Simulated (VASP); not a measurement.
Input of a VASP 6.6.1 run:

File INCAR:

```
SYSTEM = InH
PREC     = Accurate       ! precision mode
ENCUT    = 520            ! plane-wave cutoff, eV
EDIFF    = 1E-8           ! SCF threshold, eV
ISMEAR   = -1             ! smearing method
SIGMA    = 0.15           ! smearing width, eV
LREAL    = .FALSE.        ! projectors in reciprocal space
LASPH    = .TRUE.         ! aspherical terms in the spheres
NELM     = 60             ! most SCF steps
ALGO     = Normal         ! electronic algorithm
ISIF     = 2              ! what is computed and relaxed
LWAVE    = .FALSE.        ! write WAVECAR
LCHARG   = .FALSE.        ! write CHGCAR
GGA      = PE             ! functional
NBANDS   = 14             ! bands
IBRION   = 8              ! ionic algorithm
NSW      = 1              ! ionic steps
```

The input KPOINTS:

```
regular mesh
0
G
  14 14 14
  0 0 0
```

File POSCAR:

```
InH
1.0
    0.0000000000      2.4949000000      2.4949000000
    2.4949000000      0.0000000000      2.4949000000
    2.4949000000      2.4949000000      0.0000000000
In H
1 1
Direct
    0.0000000000      0.0000000000      0.0000000000
    0.5000000000      0.5000000000      0.5000000000
```

Potentials or basis: VASP PAW PBE potentials, release 64 (In_d, H).

The run is started by

```console
$ cat potpaw_PBE.64/In_d/POTCAR potpaw_PBE.64/H/POTCAR > POTCAR
$ mpirun -np 1 vasp_std > vasp.out
```

Task: Estimate the highest phonon frequency at Γ.

Result: 0 cm⁻¹.

Task: What does it give for the most unstable mode?

Result: 269i cm⁻¹.

Phonon frequencies in cm⁻¹ (negative: imaginary):
```
              q point           frequencies
(0.000, 0.000, 0.000)  -269 -269 -269 0 0 0
```

Caveat: some modes are imaginary.
